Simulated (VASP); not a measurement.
Wanted: the native input for a VASP 6.6.1 run.

* Task: single point
* Functional: PBE
* Potentials or basis: VASP PAW PBE potentials, release 64 (B)
* Cutoff: 520 eV
* k mesh: 8 × 8 × 8
* Occupations: gaussian, width 0.1 eV
* Spin: no spin polarisation
* Dipole correction: no
* Further INCAR settings: ALGO = Normal; EDIFF = 1e-07; NBANDS = 14

The structure of B lies in POSCAR:

```
B
1.0
   -1.5522191749      2.6333783926      2.2512744271
    1.5522191749     -2.6333783926      2.2512744271
    1.5522191749      2.6333783926     -2.2512744271
B
4
Direct
    0.0436658607      0.2485189419      0.7951469187
    0.4533720232      0.2485189419      0.2048530813
    0.2978349758      0.6201976756      0.6776373003
    0.9425603753      0.6201976756      0.3223626997
```

The input as run:

INCAR

```
ALGO = Normal ; EDIFF = 1E-7
ENCUT = 520 ; GGA = PE
ISIF = 2 ; ISMEAR = 0
LASPH = T ; LCHARG = F
LREAL = F ; LWAVE = F
NBANDS = 14 ; NELM = 100
PREC = Accurate ; SIGMA = 0.1
```

KPOINTS

```
k-points
0
Gamma
  8 8 8
```

Potentials or basis: VASP PAW PBE potentials, release 64 (B).

Run with:

```sh
$ cat potpaw_PBE.64/B/POTCAR > POTCAR
$ mpirun -np 1 vasp_std > vasp.out
```

It gave:

| Quantity | Value |
| --- | --- |
| Pressure | -0.1 GPa |
| Largest force | 0.004 eV/Å |
| Band gap on the k mesh | zero (band 6 reaches 4.40 eV, above the bottom of band 7 at 2.17 eV) |

It took 74 s on 1 thread of Intel Xeon 8259CL (shared host), peak memory 0.17 GiB.
